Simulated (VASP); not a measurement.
AlN, 8 atoms in the cell. The structure is trigonal, space group P3m1 (No. 156). The conventional cell has a = 3.111 Å, b = 3.111 Å, c = 10.456 Å, α = 90.00°, β = 90.00°, γ = 120.00°. Al (site symmetry 3m) has 4 N at 1.89 to 2.42 Å within 2.5 Å. Al (site symmetry 3m) has 4 N at 1.89 to 1.92 Å within 2.5 Å. Al (site symmetry 3m) has 4 N at 1.89 to 1.92 Å within 2.5 Å. Al (site symmetry 3m) has 4 N at 1.89 to 1.92 Å within 2.5 Å. N (site symmetry 3m) has 4 Al at 1.89 to 2.42 Å within 2.5 Å. Within 2.5 Å of N (site symmetry 3m) lie 4 Al at 1.89 to 1.92 Å. Within 2.5 Å of N (site symmetry 3m) lie 4 Al at 1.89 to 1.92 Å. Within 2.5 Å of N (site symmetry 3m) lie 4 Al at 1.89 to 1.92 Å. 

```yaml
Program: VASP 6.6.1
Task: single point
Functional: r2SCAN
Potentials_or_basis: VASP PAW PBE potentials, release 64 (Al, N)
Cutoff: 520 eV
k_mesh: 8 × 8 × 3
Occupations: gaussian, width 0.05 eV
Spin: no spin polarisation
Dipole_correction: no
Further_INCAR_settings: ALGO = Normal; EDIFF = 1e-07; NBANDS = 26
```

Potentials or basis: VASP PAW PBE potentials, release 64 (Al, N).

The run is started by

```sh
$ cat potpaw_PBE.64/Al/POTCAR potpaw_PBE.64/N/POTCAR > POTCAR
$ cp INCAR.step1 INCAR
$ mpirun -np 1 vasp_std > vasp.out
$ cp INCAR.step2 INCAR
$ mpirun -np 1 vasp_std > vasp.out
```

Hardware: 1 thread of Intel(R) Xeon(R) Platinum 8259CL CPU @ 2.50GHz (Skylake/Cascade Lake) (shared host).

Problem. How long does it take, and how much memory?

Solution. Run time: 3.2 min on 1 thread of Intel(R) Xeon(R) Platinum 8259CL CPU @ 2.50GHz (Skylake/Cascade Lake) (shared host), peak memory 0.22 GiB. Counts: k points 25.
